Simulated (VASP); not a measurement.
# Ir (P6_3/mmc) in VASP: further runs

Ir is run at these levels: LDA, PBEsol; tasks: single point.

Program: VASP 6.6.1. These are calculated values, not measurements. Logs are shortened: lines on timing, memory, paths and dates and some standing lists are left out, and cuts for length are marked.

**1. The cell of the first run**

The structure is hexagonal, space group P6_3/mmc (No. 194). The conventional cell has a = 2.805 Å, b = 2.805 Å, c = 4.550 Å, α = 90.00°, β = 90.00°, γ = 120.00°. Within 3.7 Å of Ir (site symmetry -6m2) lie 12 Ir at 2.79 to 2.81 Å.

**2. Single point, LDA**

The input, INCAR:

```
SYSTEM = Ir
  ALGO = Normal
  EDIFF = 1E-7
  ENCUT = 520
  ISIF = 2
  ISMEAR = -1
  LASPH = .True.
  LCHARG = .False.
  LREAL = .False.
  LWAVE = .False.
  NBANDS = 16
  NELM = 60
  PREC = Accurate
  SIGMA = 0.05
```

The input, KPOINTS:

```
k-points
0
Gamma
  11 11 6
  0 0 0
```

The input, POSCAR:

```
Ir
1.0
    2.8053401807      0.0000000000      0.0000000000
   -1.4026700903      2.4294958627      0.0000000000
    0.0000000000      0.0000000000      4.5498081014
Ir
2
Direct
    0.3333333333      0.6666666667      0.2500000000
    0.6666666667      0.3333333333      0.7500000000
```

Potentials or basis: VASP PAW LDA potentials, release 64 (Ir).

The run is started by

```sh
$ cat potpaw_LDA.64/Ir/POTCAR > POTCAR
$ mpirun -np 1 vasp_std > vasp.out
```

OUTCAR:

```text
SYSTEM = Ir
   EDIFF = 1E-7
   ENCUT = 520
   ISIF = 2
   ISMEAR = -1
   LASPH = .True.
   LREAL = .False.
   NELM = 60
   PREC = Accurate

 ion  position               nearest neighbor table
   1  0.333  0.667  0.250-   2 2.79   2 2.79   2 2.79   2 2.79   2 2.79   2 2.79
   2  0.667  0.333  0.750-   1 2.79   1 2.79   1 2.79   1 2.79   1 2.79   1 2.79

  LATTYP: Found a hexagonal cell.
 ALAT       =     2.8053401807
 C/A-ratio  =     1.6218382828

  Lattice vectors:

 A1 = (   2.8053401807,   0.0000000000,   0.0000000000)
 A2 = (  -1.4026700903,   2.4294958627,   0.0000000000)
 A3 = (   0.0000000000,   0.0000000000,   4.5498081014)

Analysis of symmetry for initial positions (statically):
=====================================================================
 Subroutine PRICEL returns:
 Original cell was already a primitive cell.

 Routine SETGRP: Setting up the symmetry group for a
 hexagonal supercell.

 Subroutine GETGRP returns: Found 24 space group operations
 (whereof 12 operations were pure point group operations)
 out of a pool of 24 trial point group operations.

The static configuration has the point symmetry D_3d.
 The point group associated with its full space group is D_6h.

Analysis of symmetry for dynamics (positions and initial velocities):
=====================================================================
 Subroutine PRICEL returns:
 Original cell was already a primitive cell.

 Routine SETGRP: Setting up the symmetry group for a
 hexagonal supercell.

 Subroutine GETGRP returns: Found 24 space group operations
 (whereof 12 operations were pure point group operations)
 out of a pool of 24 trial point group operations.

The dynamic configuration has the point symmetry D_3d.
 The point group associated with its full space group is D_6h.

 Subroutine INISYM returns: Found 24 space group operations
 (whereof 12 operations are pure point group operations),
 and found     1 'primitive' translations

----------------------------------------------------------------------------------------

                                     Primitive cell

  volume of cell :      31.0095

  direct lattice vectors                    reciprocal lattice vectors
     2.805340181  0.000000000  0.000000000     0.356463008  0.205804014  0.000000000
    -1.402670090  2.429495863  0.000000000     0.000000000  0.411608028  0.000000000
     0.000000000  0.000000000  4.549808101     0.000000000  0.000000000  0.219789490

  length of vectors
     2.805340181  2.805340181  4.549808101     0.411608028  0.411608028  0.219789490

  position of ions in fractional coordinates (direct lattice)
     0.333333333  0.666666667  0.250000000
     0.666666667  0.333333333  0.750000000

  ion indices of the primitive-cell ions
   primitive index   ion index
                 1           1
                 2           2

----------------------------------------------------------------------------------------

 KPOINTS: k-points

Automatic generation of k-mesh.
 Grid dimensions read from file:
 generate k-points for:   11   11    6

 Generating k-lattice:

  Cartesian coordinates                     Fractional coordinates (reciprocal lattice)
     0.032405728  0.018709456  0.000000000     0.090909091  0.000000000  0.000000000
     0.000000000  0.037418912  0.000000000     0.000000000  0.090909091  0.000000000
     0.000000000  0.000000000  0.036631582     0.000000000  0.000000000  0.166666667

  Length of vectors
     0.037418912  0.037418912  0.036631582

  Shift w.r.t. Gamma in fractional coordinates (k-lattice)
     0.000000000  0.000000000  0.000000000

 Subroutine IBZKPT returns following result:
 ===========================================

 Found     64 irreducible k-points:

 Following reciprocal coordinates:
            Coordinates               Weight
  0.000000  0.000000  0.000000      1.000000
  0.090909 -0.000000  0.000000      6.000000
  0.181818 -0.000000  0.000000      6.000000
  0.272727  0.000000  0.000000      6.000000
  0.363636  0.000000  0.000000      6.000000
  0.454545  0.000000  0.000000      6.000000
[... 16 lines left out ...]
  0.090909  0.090909  0.166667     12.000000
  0.181818  0.090909  0.166667     24.000000
 [... further k-points ...]
   k-points           NKPTS =     64   k-points in BZ     NKDIM =     64   number of bands    NBANDS=     16
   number of dos      NEDOS =    301   number of ions     NIONS =      2
   total plane-waves  NPLWV =  20736
   dimension x,y,z NGX =    24 NGY =   24 NGZ =   36
   dimension x,y,z NGXF=    48 NGYF=   48 NGZF=   72
   ions per type =               2
   NGX,Y,Z   is equivalent  to a cutoff of  14.22, 14.22, 13.15 a.u.
   NGXF,Y,Z  is equivalent  to a cutoff of  28.45, 28.45, 26.31 a.u.
 SYSTEM =  Ir
   PREC   = accura    normal or accurate (medium, high low for compatibility)
   ISTART =      0    job   : 0-new  1-cont  2-samecut
   ICHARG =      2    charge: 1-file 2-atom 10-const
   ISPIN  =      1    spin polarized calculation?
   LNONCOLLINEAR =      F non collinear calculations
   LSORBIT =      F    spin-orbit coupling
   LASPH  =      T    aspherical Exc in radial PAW
   ENCUT  =  520.0 eV  38.22 Ry    6.18 a.u.   5.22  5.22  8.46*2*pi/ulx,y,z
   NELM   =     60;   NELMIN=  2; NELMDL= -5     # of ELM steps
   EDIFF  = 0.1E-06   stopping-criterion for ELM
   LREAL  =      F    real-space projection
   EDIFFG = 0.1E-05   stopping-criterion for IOM
   NSW    =      0    number of steps for IOM
   IBRION =     -1    ionic relax: 0-MD 1-quasi-New 2-CG
   NFREE  =      0    steps in history (QN), initial steepest desc. (CG)
   ISIF   =      2    stress and relaxation
   ISYM   =      2    0-nonsym 1-usesym 2-fastsym
   POTIM  = 0.5000    time-step for ionic-motion
   TEBEG  =    0.0;   TEEND  =   0.0 temperature during run
   PSTRESS=    0.0 pullay stress
   NELECT =      18.0000    total number of electrons
   NUPDOWN=      -1.0000    fix difference up-down
   EMIN   =  10.00;   EMAX   =-10.00  energy-range for DOS
   EFERMI =   0.00;   METHOD = LEGACY
   ISMEAR =    -1;   SIGMA  =   0.05  broadening in eV -4-tet -1-fermi 0-gaus
   EFERMI_NEDOS =   21; number of points for ismear=-14 and -15
   IALGO  =     38    algorithm
   IMIX   =      4    mixing-type and parameters
     AMIX     =   0.40;   BMIX     =  1.00
     AMIX_MAG =   1.60;   BMIX_MAG =  1.00
  volume/ion in A,a.u.               =      15.50       104.63
  Fermi-wavevector in a.u.,A,eV,Ry     =   1.365633  2.580673 25.374241  1.864954
  Thomas-Fermi vector in A             =   2.491844
   LORBIT       =      0    0 simple, 1 ext, 2 COOP (PROOUT), +10 PAW based schemes
   GGA     = CA    functional components
   LHFCALC =     F    Hartree Fock is set to
   AEXX    =    0.0000 exact exchange contribution
   IVDW    =     0    specifies the selected vdW correction
   LEPSILON=     F    determine dielectric tensor
   LRPA    =     F    only Hartree local field effects (RPA)
 non-spin polarized calculation
  energy-cutoff  :      520.00
  volume of cell :       31.01
 maximum number of plane-waves:       846
 NGX is ok and might be reduce to    24
   NGX = 11   NGY = 11   NGZ = 17

 number of electron      18.0000003 magnetization

 Free energy of the ion-electron system (eV)
  ---------------------------------------------------
  ext. energy  EPLUGINS =         0.00000000
  ---------------------------------------------------
  free energy    TOTEN  =       -20.15160649 eV

  energy without entropy =      -20.12274795  energy(sigma->0) =      -20.13717722

 E-fermi :   8.8481     XC(G=0): -13.6149

 val. band max:        8.8380849260   @ k =   0.3636   0.1818   0.1667
 cond. band min:       8.8584039428   @ k =   0.2727   0.0909   0.3333
 fundamental gap:      0.0203190168
 Fermi energy:         8.8480804509

 k-point     1 :       0.0000    0.0000    0.0000
  band No.  band energies     occupation
      1      -1.3852      2.00000
      2       1.6040      2.00000
      3       5.4118      2.00000
      4       5.5181      2.00000
      5       5.5181      2.00000
      6       6.0841      2.00000
[... 8 lines left out ...]
     15      25.2926      0.00000
     16      26.1878      0.00000

 k-point     2 :       0.0909   -0.0000    0.0000
  band No.  band energies     occupation
      1      -1.0923      2.00000
      2       1.8606      2.00000
      3       5.0441      2.00000
      4       5.7571      2.00000
      5       5.8166      2.00000
      6       5.9624      2.00000
[... 8 lines left out ...]
     15      25.6629      0.00000
     16      26.4716      0.00000

 k-point     3 :       0.1818   -0.0000    0.0000
  band No.  band energies     occupation
      1      -0.2740      2.00000
      2       2.4721      2.00000
      3       4.6053      2.00000
      4       5.2138      2.00000
      5       5.5531      2.00000
      6       6.2245      2.00000
[... 8 lines left out ...]
     15      25.7726      0.00000
     16      25.9187      0.00000

 k-point     4 :       0.2727    0.0000    0.0000
  band No.  band energies     occupation
      1       0.8448      2.00000
      2       2.7784      2.00000
      3       4.0857      2.00000
      4       4.6306      2.00000
      5       5.4016      2.00000
      6       5.8026      2.00000
[... 8 lines left out ...]
     15      23.4838      0.00000
     16      24.4167      0.00000

 k-point     5 :       0.3636    0.0000    0.0000
  band No.  band energies     occupation
      1       1.7812      2.00000
      2       2.5284      2.00000
      3       3.2912      2.00000
      4       5.0729      2.00000
      5       5.4674      2.00000
      6       5.8697      2.00000
[... 8 lines left out ...]
     15      21.4457      0.00000
     16      23.2222      0.00000

 k-point     6 :       0.4545    0.0000    0.0000
  band No.  band energies     occupation
      1       2.1638      2.00000
      2       2.2900      2.00000
      3       2.8835      2.00000
      4       5.2851      2.00000
      5       5.7035      2.00000
      6       5.7727      2.00000
[... 8 lines left out ...]
     15      19.8170      0.00000
     16      20.1323      0.00000

 k-point     7 :       0.0909    0.0909    0.0000
  band No.  band energies     occupation
      1      -0.5330      2.00000
      2       2.3168      2.00000
      3       4.6600      2.00000
      4       5.6285      2.00000
      5       5.6988      2.00000
      6       6.1350      2.00000
[... 8 lines left out ...]
     15      25.1310      0.00000
     16      26.2829      0.00000

 k-point     8 :       0.1818    0.0909    0.0000
  band No.  band energies     occupation
      1       0.4669      2.00000
      2       2.9153      2.00000
      3       4.2966      2.00000
      4       4.5209      2.00000
      5       5.4384      2.00000
      6       5.6985      2.00000
[... 8 lines left out ...]
     15      23.1893      0.00000
     16      25.2655      0.00000

 k-point     9 :       0.2727    0.0909    0.0000
  band No.  band energies     occupation
      1       1.5798      2.00000
      2       2.8923      2.00000
      3       3.6191      2.00000
      4       4.5554      2.00000
      5       5.3855      2.00000
      6       5.5908      2.00000
[... 8 lines left out ...]
     15      21.1900      0.00000
     16      23.9423      0.00000
[... 172 lines left out ...]
 k-point    19 :       0.1818   -0.0000    0.1667
  band No.  band energies     occupation
      1      -0.0245      2.00000
      2       2.5195      2.00000
      3       4.6616      2.00000
      4       4.7751      2.00000
      5       5.3760      2.00000
      6       6.0109      2.00000
[... 8 lines left out ...]
     15      25.2380      0.00000
     16      25.9113      0.00000

 k-point    20 :       0.2727    0.0000    0.1667
  band No.  band energies     occupation
      1       1.0038      2.00000
      2       2.8719      2.00000
      3       3.9334      2.00000
      4       4.6291      2.00000
      5       5.1715      2.00000
      6       5.9116      2.00000
[... 8 lines left out ...]
     15      23.9449      0.00000
     16      24.2631      0.00000

 k-point    21 :       0.3636    0.0000    0.1667
  band No.  band energies     occupation
      1       1.7143      2.00000
      2       2.6112      2.00000
      3       3.5253      2.00000
      4       4.4277      2.00000
      5       5.6494      2.00000
      6       5.8540      2.00000
[... 8 lines left out ...]
     15      22.0344      0.00000
     16      22.2714      0.00000

 k-point    22 :       0.4545    0.0000    0.1667
  band No.  band energies     occupation
      1       1.8696      2.00000
      2       2.3469      2.00000
      3       3.4317      2.00000
      4       4.3685      2.00000
      5       5.4905      2.00000
      6       6.2102      2.00000
[... 8 lines left out ...]
     15      20.7968      0.00000
     16      21.0658      0.00000

 k-point    23 :       0.0909    0.0909    0.1667
  band No.  band energies     occupation
      1      -0.2719      2.00000
      2       2.3506      2.00000
      3       4.7118      2.00000
      4       5.0159      2.00000
      5       5.5086      2.00000
      6       5.9298      2.00000
[... 8 lines left out ...]
     15      25.1715      0.00000
     16      26.0014      0.00000

 k-point    24 :       0.1818    0.0909    0.1667
  band No.  band energies     occupation
      1       0.6764      2.00000
      2       3.0074      2.00000
      3       4.1759      2.00000
      4       4.3862      2.00000
      5       5.2605      2.00000
      6       5.8076      2.00000
[... 8 lines left out ...]
     15      23.4351      0.00000
     16      25.1573      0.00000

 [... further k-points ...]

------------------------ aborting loop because EDIFF is reached ----------------------------------------

  FORCE on cell =-STRESS in cart. coord.  units (eV):
  Direction    XX          YY          ZZ          XY          YZ          ZX
  --------------------------------------------------------------------------------------
  -------------------------------------------------------------------------------------
  Total       -6.0294819     -6.0294819     -6.1983935     -0.0000000      0.0000000     -0.0000000
  in kB     -311.5270812   -311.5270812   -320.2542868     -0.0000000      0.0000000     -0.0000000
  external PRESSURE =    -314.4361498 kB  Pullay stress =       0.0000000 kB

 VOLUME and BASIS-vectors are now :
 -----------------------------------------------------------------------------
  energy-cutoff  :      520.00
  volume of cell :       31.01
      direct lattice vectors                 reciprocal lattice vectors
     2.805340181  0.000000000  0.000000000     0.356463008  0.205804014  0.000000000
    -1.402670090  2.429495863  0.000000000     0.000000000  0.411608028  0.000000000
     0.000000000  0.000000000  4.549808101     0.000000000  0.000000000  0.219789490

 POSITION                                       TOTAL-FORCE (eV/Angst)
 -----------------------------------------------------------------------------------
     -0.00000      1.61966      1.13745         0.000000     -0.000000      0.000000
      1.40267      0.80983      3.41236         0.000000      0.000000      0.000000
 -----------------------------------------------------------------------------------
    total drift:                                0.000000     -0.000000     -0.000000

  FREE ENERGIE OF THE ION-ELECTRON SYSTEM (eV)
  ---------------------------------------------------
  free  energy   TOTEN  =       -20.1516064870 eV

  energy  without entropy=      -20.1227479514  energy(sigma->0) =      -20.13717722
```

Wall time 11 s (1 thread of Intel Xeon 6975P-C (Granite Rapids), shared host); peak memory 0.15 GiB.

What came out:

| Quantity | Value |
| --- | --- |
| Free energy | -20.1516 eV |
| Pressure | -31.4 GPa |
| Band gap on the k mesh | zero (band 9 reaches 9.67 eV, above the bottom of band 10 at 6.90 eV) |

Stress tensor (GPa, compression positive):
```
-31.15   0.00   0.00
  0.00 -31.15   0.00
  0.00   0.00 -32.03
```

Levels at points of the mesh, in eV from the Fermi level:
| k point | band 5 | band 6 | band 7 | band 8 | band 9 | band 10 | band 11 | band 12 | band 13 | band 14 |
| --- | --- | --- | --- | --- | --- | --- | --- | --- | --- | --- |
| (0.00, 0.00, 0.00) | -3.33 | -2.76 | -2.76 | -2.07 | -2.07 | -0.51 | 0.25 | 0.25 | 6.27 | 14.41 |
| (0.00, 0.00, 0.50) | -3.44 | -3.44 | -3.44 | -3.44 | -0.41 | -0.41 | -0.41 | -0.41 | 13.44 | 13.44 |

Caveat: spin-orbit coupling is left out, which moves the levels of the heavy elements.

(Part 1 of 2 ends here.)
